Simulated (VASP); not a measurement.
# MnV (Pm-3m) in VASP: further runs

MnV is run at these levels: LDA; tasks: single point.

Program: VASP 6.6.1. These are calculated values, not measurements. Logs are shortened: lines on timing, memory, paths and dates and some standing lists are left out, and cuts for length are marked.

### Step 1. The cell of the first run

The structure is cubic, space group Pm-3m (No. 221). The conventional cell has a = 2.800 Å, b = 2.800 Å, c = 2.800 Å, α = 90.00°, β = 90.00°, γ = 90.00°. Within 3.2 Å of Mn (site symmetry m-3m) lie 8 V at 2.42 Å and 6 Mn at 2.80 Å. V (site symmetry m-3m) has 8 Mn at 2.42 Å and 6 V at 2.80 Å within 3.2 Å.

### Step 2. Single point, LDA, collinear spin, ferromagnetic start (volume scaled by 0.9)

The input, INCAR:

```
SYSTEM = MnV
ALGO = Normal
EDIFF = 1E-6
ENCUT = 520
ISIF = 2
ISMEAR = -1
ISPIN = 2
LASPH = .True.
LCHARG = .False.
LMAXMIX = 4
LORBIT = 11
LREAL = .False.
LWAVE = .False.
MAGMOM = 4 2
NBANDS = 24
NELM = 150
PREC = Accurate
SIGMA = 0.05
```

The input, KPOINTS:

```
k-points
0
Gamma
  11 11 11
  0 0 0
```

The input, POSCAR:

```
MnV
1.0
    2.7999192154      0.0000000000      0.0000000000
    0.0000000000      2.7999192154      0.0000000000
    0.0000000000      0.0000000000      2.7999192154
Mn V
1 1
Direct
    0.0000000000      0.0000000000      0.0000000000
    0.5000000000      0.5000000000      0.5000000000
```

Potentials or basis: VASP PAW LDA potentials, release 64 (Mn_pv, V_sv).

Launch:

```sh
$ cat potpaw_LDA.64/Mn_pv/POTCAR potpaw_LDA.64/V_sv/POTCAR > POTCAR
$ mpirun -np 1 vasp_std > vasp.out
```

OUTCAR:

```text
SYSTEM = MnV
   EDIFF = 1E-6
   ENCUT = 520
   ISIF = 2
   ISMEAR = -1
   ISPIN = 2
   LASPH = .True.
   LORBIT = 11
   LREAL = .False.
   NELM = 150
   PREC = Accurate

 ion  position               nearest neighbor table
   1  0.000  0.000  0.000-   2 2.42   2 2.42   2 2.42   2 2.42   2 2.42   2 2.42   2 2.42   2 2.42

   2  0.500  0.500  0.500-   1 2.42   1 2.42   1 2.42   1 2.42   1 2.42   1 2.42   1 2.42   1 2.42

  LATTYP: Found a simple cubic cell.
 ALAT       =     2.7999192154

  Lattice vectors:

 A1 = (   2.7999192154,   0.0000000000,   0.0000000000)
 A2 = (   0.0000000000,   2.7999192154,   0.0000000000)
 A3 = (   0.0000000000,   0.0000000000,   2.7999192154)

Analysis of symmetry for initial positions (statically):
=====================================================================
 Subroutine PRICEL returns:
 Original cell was already a primitive cell.

 Routine SETGRP: Setting up the symmetry group for a
 simple cubic supercell.

 Subroutine GETGRP returns: Found 48 space group operations
 (whereof 48 operations were pure point group operations)
 out of a pool of 48 trial point group operations.

The static configuration has the point symmetry O_h .

Analysis of symmetry for dynamics (positions and initial velocities):
=====================================================================
 Subroutine PRICEL returns:
 Original cell was already a primitive cell.

 Routine SETGRP: Setting up the symmetry group for a
 simple cubic supercell.

 Subroutine GETGRP returns: Found 48 space group operations
 (whereof 48 operations were pure point group operations)
 out of a pool of 48 trial point group operations.

The dynamic configuration has the point symmetry O_h .

Analysis of structural, dynamic, and magnetic symmetry:
=====================================================================
 Subroutine PRICEL returns:
 Original cell was already a primitive cell.

 Routine SETGRP: Setting up the symmetry group for a
 simple cubic supercell.

 Subroutine GETGRP returns: Found 48 space group operations
 (whereof 48 operations were pure point group operations)
 out of a pool of 48 trial point group operations.

The overall configuration has the point symmetry O_h .

 Subroutine INISYM returns: Found 48 space group operations
 (whereof 48 operations are pure point group operations),
 and found     1 'primitive' translations

----------------------------------------------------------------------------------------

                                     Primitive cell

  volume of cell :      21.9501

[... 106 lines left out ...]
   IMIX   =      4    mixing-type and parameters
     AMIX     =   0.40;   BMIX     =  1.00
     AMIX_MAG =   1.60;   BMIX_MAG =  1.00
  volume/ion in A,a.u.               =      10.98        74.06
  Fermi-wavevector in a.u.,A,eV,Ry     =   1.732156  3.273301 40.822457  3.000366
  Thomas-Fermi vector in A             =   2.806386
   LORBIT       =     11    0 simple, 1 ext, 2 COOP (PROOUT), +10 PAW based schemes
   GGA     = CA    functional components
   LHFCALC =     F    Hartree Fock is set to
   AEXX    =    0.0000 exact exchange contribution
   IVDW    =     0    specifies the selected vdW correction
   LEPSILON=     F    determine dielectric tensor
   LRPA    =     F    only Hartree local field effects (RPA)
 spin polarized calculation
  energy-cutoff  :      520.00
  volume of cell :       21.95
 maximum number of plane-waves:       619
 NGX is ok and might be reduce to    24
   NGX = 11   NGY = 11   NGZ = 11

 number of electron      26.0000017 magnetization       0.0016477

 number of electron      26.0000017 magnetization      -0.0000040

 Free energy of the ion-electron system (eV)
  ---------------------------------------------------
  ext. energy  EPLUGINS =         0.00000000
  ---------------------------------------------------
  free energy    TOTEN  =       -20.71426627 eV

  energy without entropy =      -20.71017370  energy(sigma->0) =      -20.71221999

 E-fermi :  11.5350     XC(G=0): -14.3352

 val. band max:       11.3695444374   @ k =   0.3636   0.0000   0.0000
 cond. band min:      11.5499097987   @ k =   0.3636   0.0909   0.0909
 fundamental gap:      0.1803653613
 Fermi energy:        11.5349511701

 spin component 1

 k-point     1 :       0.0000    0.0000    0.0000
  band No.  band energies     occupation
      1     -51.9647      1.00000
      2     -35.9904      1.00000
      3     -35.9904      1.00000
      4     -35.9904      1.00000
      5     -26.0662      1.00000
      6     -26.0662      1.00000
[... 637 lines left out ...]
     23      31.7600      0.00000
     24      32.3078      0.00000

 [... further k-points ...]

 spin component 2

 k-point     1 :       0.0000    0.0000    0.0000
  band No.  band energies     occupation
      1     -51.9646      1.00000
      2     -35.9905      1.00000
      3     -35.9905      1.00000
      4     -35.9905      1.00000
      5     -26.0661      1.00000
      6     -26.0661      1.00000
[... 637 lines left out ...]
     23      31.7600      0.00000
     24      32.3078      0.00000

 [... further k-points ...]
[... 5 lines left out ...]
  --------------------------------------------------------------------------------------
  -------------------------------------------------------------------------------------
  Total        0.5117519      0.5117519      0.5117519     -0.0000000     -0.0000000      0.0000000
  in kB       37.3536902     37.3536902     37.3536902     -0.0000000     -0.0000000      0.0000000
  external PRESSURE =      37.3536902 kB  Pullay stress =       0.0000000 kB

 VOLUME and BASIS-vectors are now :
 -----------------------------------------------------------------------------
  energy-cutoff  :      520.00
  volume of cell :       21.95
      direct lattice vectors                 reciprocal lattice vectors
     2.799919215  0.000000000  0.000000000     0.357153162  0.000000000  0.000000000
     0.000000000  2.799919215  0.000000000     0.000000000  0.357153162  0.000000000
     0.000000000  0.000000000  2.799919215     0.000000000  0.000000000  0.357153162

 POSITION                                       TOTAL-FORCE (eV/Angst)
 -----------------------------------------------------------------------------------
      0.00000      0.00000      0.00000         0.000000      0.000000      0.000000
      1.39996      1.39996      1.39996         0.000000      0.000000      0.000000
 -----------------------------------------------------------------------------------
    total drift:                                0.000000      0.000000     -0.000000

  FREE ENERGIE OF THE ION-ELECTRON SYSTEM (eV)
  ---------------------------------------------------
  free  energy   TOTEN  =       -20.7142662705 eV

  energy  without entropy=      -20.7101737007  energy(sigma->0) =      -20.71221999

 total charge

# of ion       s       p       d       tot
------------------------------------------
    1        0.444   6.407   5.285  12.136
    2        2.382   6.322   3.160  11.864
--------------------------------------------------
tot          2.827  12.728   8.444  24.000

 magnetization (x)

# of ion       s       p       d       tot
------------------------------------------
    1       -0.000   0.000  -0.000  -0.000
    2        0.000   0.000   0.000   0.000
--------------------------------------------------
tot          0.000   0.000  -0.000  -0.000
```

OSZICAR:

```text
N       E                     dE             d eps       ncg     rms          rms(c)
DAV:   1     0.278100169167E+03    0.27810E+03   -0.14599E+04  5472   0.142E+03
DAV:   2    -0.111003316189E+02   -0.28920E+03   -0.27785E+03  5472   0.420E+02
DAV:   3    -0.206549461511E+02   -0.95546E+01   -0.95132E+01  5912   0.880E+01
DAV:   4    -0.207303795750E+02   -0.75433E-01   -0.75428E-01  6168   0.784E+00
DAV:   5    -0.207315453426E+02   -0.11658E-02   -0.11657E-02  6008   0.958E-01    0.353E+01
DAV:   6    -0.217272969082E+02   -0.99575E+00   -0.12451E+01  5696   0.366E+01    0.148E+01
DAV:   7    -0.250888864746E+02   -0.33616E+01   -0.47861E+01  6008   0.371E+01    0.274E+01
DAV:   8    -0.207837418486E+02    0.43051E+01   -0.25774E+01  5936   0.269E+01    0.452E+00
DAV:   9    -0.207350485201E+02    0.48693E-01   -0.14383E-01  5536   0.293E+00    0.180E+00
DAV:  10    -0.207163416219E+02    0.18707E-01   -0.53155E-02  5984   0.207E+00    0.925E-01
DAV:  11    -0.207143908738E+02    0.19507E-02   -0.69324E-03  5576   0.103E+00    0.281E-01
DAV:  12    -0.207142619598E+02    0.12891E-03   -0.35509E-04  6640   0.175E-01    0.606E-02
DAV:  13    -0.207142644771E+02   -0.25173E-05   -0.31317E-05  5936   0.460E-02    0.384E-02
DAV:  14    -0.207142662553E+02   -0.17782E-05   -0.37615E-06  5680   0.173E-02    0.142E-02
DAV:  15    -0.207142662705E+02   -0.15220E-07   -0.11098E-06  2856   0.993E-03
   1 F= -.20714266E+02 E0= -.20712220E+02  d E =-.409257E-02  mag=     0.0000
```

Run time: 27 s. Hardware: 1 thread of AMD EPYC 9R45 (Zen 5), shared host; peak memory 0.13 GiB.

What came out:

| Property | Result |
| --- | --- |
| Free energy | -20.7143 eV |
| Pressure | 3.7 GPa |
| Band gap on the k mesh | zero (filled and empty bands overlap) |
| Net moment | 0.00 μB per cell |
| Valence electrons inside the program's atomic spheres | Mn 12.14; V 11.86 |

Caveat: the starting moments collapsed, and a magnetic state may lie lower.

### Step 3. Single point, LDA, collinear spin, ferromagnetic start (volume scaled by 0.9)

The input, INCAR:

```
SYSTEM = MnV
PREC     = Accurate       ! precision mode
ENCUT    = 520            ! plane-wave cutoff, eV
EDIFF    = 1E-7           ! SCF threshold, eV
ISMEAR   = -1             ! smearing method
SIGMA    = 0.05           ! smearing width, eV
LREAL    = .False.        ! projectors in reciprocal space
LASPH    = .True.         ! aspherical terms in the spheres
NELM     = 150            ! most SCF steps
ALGO     = Normal         ! electronic algorithm
ISIF     = 2              ! what is computed and relaxed
LWAVE    = .False.        ! write WAVECAR
LCHARG   = .False.        ! write CHGCAR
ISPIN    = 2              ! spin polarisation
MAGMOM   = 4 2            ! initial moments
LORBIT   = 11             ! projections on sites
LMAXMIX  = 4              ! l up to which the mixer works
GGA      = CA             ! functional
NBANDS   = 24             ! bands
```

The input, KPOINTS:

```
Automatic mesh
0
Gamma
  11 11 11
  0 0 0
```

POSCAR is that of step 2.

Potentials or basis: VASP PAW LDA potentials, release 64 (Mn_pv, V_sv).

Launch:

```sh
$ cat potpaw_LDA.64/Mn_pv/POTCAR potpaw_LDA.64/V_sv/POTCAR > POTCAR
$ mpirun -np 1 vasp_std > vasp.out
```

OUTCAR:

```text
SYSTEM = MnV
   PREC = Accurate
   ENCUT = 520
   EDIFF = 1E-7
   ISMEAR = -1
   LREAL = .False.
   LASPH = .True.
   NELM = 150
   ISIF = 2
   ISPIN = 2
   LORBIT = 11
   GGA = CA

 ion  position               nearest neighbor table
   1  0.000  0.000  0.000-   2 2.42   2 2.42   2 2.42   2 2.42   2 2.42   2 2.42   2 2.42   2 2.42

   2  0.500  0.500  0.500-   1 2.42   1 2.42   1 2.42   1 2.42   1 2.42   1 2.42   1 2.42   1 2.42

  LATTYP: Found a simple cubic cell.
 ALAT       =     2.7999192154

  Lattice vectors:

 A1 = (   2.7999192154,   0.0000000000,   0.0000000000)
[... 1513 lines left out ...]

 VOLUME and BASIS-vectors are now :
 -----------------------------------------------------------------------------
  energy-cutoff  :      520.00
  volume of cell :       21.95
      direct lattice vectors                 reciprocal lattice vectors
     2.799919215  0.000000000  0.000000000     0.357153162  0.000000000  0.000000000
     0.000000000  2.799919215  0.000000000     0.000000000  0.357153162  0.000000000
     0.000000000  0.000000000  2.799919215     0.000000000  0.000000000  0.357153162

 POSITION                                       TOTAL-FORCE (eV/Angst)
 -----------------------------------------------------------------------------------
      0.00000      0.00000      0.00000         0.000000      0.000000      0.000000
      1.39996      1.39996      1.39996         0.000000      0.000000      0.000000
 -----------------------------------------------------------------------------------
    total drift:                                0.000000      0.000000     -0.000000

  FREE ENERGIE OF THE ION-ELECTRON SYSTEM (eV)
  ---------------------------------------------------
  free  energy   TOTEN  =       -20.7142662768 eV

  energy  without entropy=      -20.7101735803  energy(sigma->0) =      -20.71221993

 total charge

# of ion       s       p       d       tot
------------------------------------------
    1        0.444   6.407   5.284  12.136
    2        2.382   6.322   3.160  11.864
--------------------------------------------------
tot          2.827  12.728   8.444  24.000

 magnetization (x)

# of ion       s       p       d       tot
------------------------------------------
    1        0.000   0.000  -0.000  -0.000
    2        0.000   0.000   0.000   0.000
--------------------------------------------------
tot          0.000   0.000  -0.000   0.000
```

OSZICAR:

```text
N       E                     dE             d eps       ncg     rms          rms(c)
DAV:   1     0.278100169167E+03    0.27810E+03   -0.14599E+04  5472   0.142E+03
DAV:   2    -0.111003316189E+02   -0.28920E+03   -0.27785E+03  5472   0.420E+02
DAV:   3    -0.206549461511E+02   -0.95546E+01   -0.95132E+01  5912   0.880E+01
DAV:   4    -0.207303795750E+02   -0.75433E-01   -0.75428E-01  6168   0.784E+00
DAV:   5    -0.207315453426E+02   -0.11658E-02   -0.11657E-02  6008   0.958E-01    0.353E+01
DAV:   6    -0.217272969082E+02   -0.99575E+00   -0.12451E+01  5696   0.366E+01    0.148E+01
DAV:   7    -0.250888864746E+02   -0.33616E+01   -0.47861E+01  6008   0.371E+01    0.274E+01
DAV:   8    -0.207837418486E+02    0.43051E+01   -0.25774E+01  5936   0.269E+01    0.452E+00
DAV:   9    -0.207350485201E+02    0.48693E-01   -0.14383E-01  5536   0.293E+00    0.180E+00
DAV:  10    -0.207163416219E+02    0.18707E-01   -0.53155E-02  5984   0.207E+00    0.925E-01
DAV:  11    -0.207143908738E+02    0.19507E-02   -0.69324E-03  5576   0.103E+00    0.281E-01
DAV:  12    -0.207142619598E+02    0.12891E-03   -0.35509E-04  6640   0.175E-01    0.606E-02
DAV:  13    -0.207142644771E+02   -0.25173E-05   -0.31317E-05  5936   0.460E-02    0.384E-02
DAV:  14    -0.207142662574E+02   -0.17803E-05   -0.37711E-06  6240   0.173E-02    0.141E-02
DAV:  15    -0.207142662724E+02   -0.14950E-07   -0.11165E-06  5752   0.979E-03    0.292E-03
DAV:  16    -0.207142662768E+02   -0.44001E-08   -0.86029E-08  2920   0.194E-03
   1 F= -.20714266E+02 E0= -.20712220E+02  d E =-.409270E-02  mag=    -0.0000
```

stdout:

```text
POSCAR found type information on POSCAR MnV
 POSCAR found :  2 types and       2 ions
 scaLAPACK will be used
 LDA part: xc-table for (Slater(with rela. corr.)+CA(PZ))
 , standard interpolation
 POSCAR, INCAR and KPOINTS ok, starting setup
 FFT: planning ... GRIDC
 FFT: planning ... GRID_SOFT
 FFT: planning ... GRID
 WAVECAR not read
 entering main loop
```

It took 26 s on 1 thread of AMD EPYC 9R45 (Zen 5), shared host; peak memory 0.13 GiB.

Results:

```
Free energy                                           : -20.7143 eV
Pressure                                              : 3.8 GPa
Band gap on the k mesh                                : zero (filled and empty bands overlap)
Net moment                                            : 0.00 μB per cell
Valence electrons inside the program's atomic spheres : Mn 12.14; V 11.86
```

Levels at points of the mesh, in eV from the Fermi level:
Spin up:
| k point | band 11 | band 12 | band 13 | band 14 | band 15 | band 16 |
| --- | --- | --- | --- | --- | --- | --- |
| (0.00, 0.00, 0.00) | -0.99 | -0.99 | -0.99 | 1.26 | 1.26 | 2.97 |
Spin down:
```csv
k point,band 10,band 11,band 12,band 13,band 14,band 15,band 16,band 17
"(0.00, 0.00, 0.00)",-4.65,-0.99,-0.99,-0.99,1.26,1.26,2.97,2.97
```

Caveat: the starting moments collapsed, and a magnetic state may lie lower.

(Part 1 of 2 ends here.)
